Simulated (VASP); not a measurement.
A run of VASP 6.6.1:

The input INCAR:

```
SYSTEM = CoO
ALGO = Normal
EDIFF = 1E-6
ENCUT = 520
GGA = PE
ISIF = 2
ISMEAR = 0
ISPIN = 2
IVDW = 12
LASPH = .TRUE.
LCHARG = .TRUE.
LDAU = .TRUE.
LDAUJ = 0 0
LDAUL = 2 -1
LDAUPRINT = 1
LDAUTYPE = 2
LDAUU = 3.32 0
LELF = .TRUE.
LMAXMIX = 4
LORBIT = 11
LREAL = .FALSE.
LVHAR = .TRUE.
LWAVE = .FALSE.
MAGMOM = -1 1 0 0
NBANDS = 27
NELM = 150
PREC = Accurate
SIGMA = 0.1
```

Contents of KPOINTS:

```
k-points
0
G
  6 6 6
  0 0 0
```

POSCAR

```
CoO
1.0
    1.6022198417      0.9250420569      5.1329417806
   -1.6022198417      0.9250420569      5.1329417806
    0.0000000000     -1.8500841138      5.1329417806
Co O
2 2
Direct
    0.9994877300      0.9994877300      0.9994877300
    0.4994905900      0.4994905900      0.4994905900
    0.3754955300      0.3754955300      0.3754955300
    0.8755255000      0.8755255000      0.8755255000
```

Potentials or basis: VASP PAW PBE potentials, release 64 (Co, O).

The run is started by

```bash
$ cat potpaw_PBE.64/Co/POTCAR potpaw_PBE.64/O/POTCAR > POTCAR
$ mpirun -np 1 vasp_std > vasp.out
```

Hardware: 1 thread of Intel Xeon 8259CL, on a shared host.

Estimate the wall time of this run.

Run time: 5.6 min on 1 thread of Intel Xeon 8259CL, with other jobs on the host, peak memory 0.35 GiB. Counts: scf iterations 18, k points 32.
